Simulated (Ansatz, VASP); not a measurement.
**TePb in VASP and in Ansatz**

```
Pb Te
1.0
     3.97543    0.00000    0.00000
     0.00000    3.97543    0.00000
     0.00000    0.00000    3.97543
Pb Te
1 1
Direct
  0.00000 0.00000 0.00000
  0.50000 0.50000 0.50000
```

Change from the starting cell: volume scaled by 0.98.

Alike in both runs: task single point; functional PBE; k mesh 7 × 7 × 7; occupations fermi-dirac, width 0.05 eV; no spin polarisation.

|  | VASP | Ansatz |
| --- | --- | --- |
| version | VASP 6.6.1 | Ansatz 0.2.0 |
| potentials or method | VASP PAW PBE potentials, release 64 (Pb_d, Te), cutoff 520 eV | all-electron LAPW, scalar-relativistic |

|  | VASP | Ansatz | Ansatz less VASP |
| --- | --- | --- | --- |
| gap on the k mesh at the Fermi level (eV) | none | none | - |
| pressure (GPa) | 0.8 | 0.9 | +0.05 |

A gap of «none» marks a metal or a gap that the smearing closes. Ansatz ran all-electron here, and VASP with PAW potentials.

Spin-orbit coupling is off throughout.
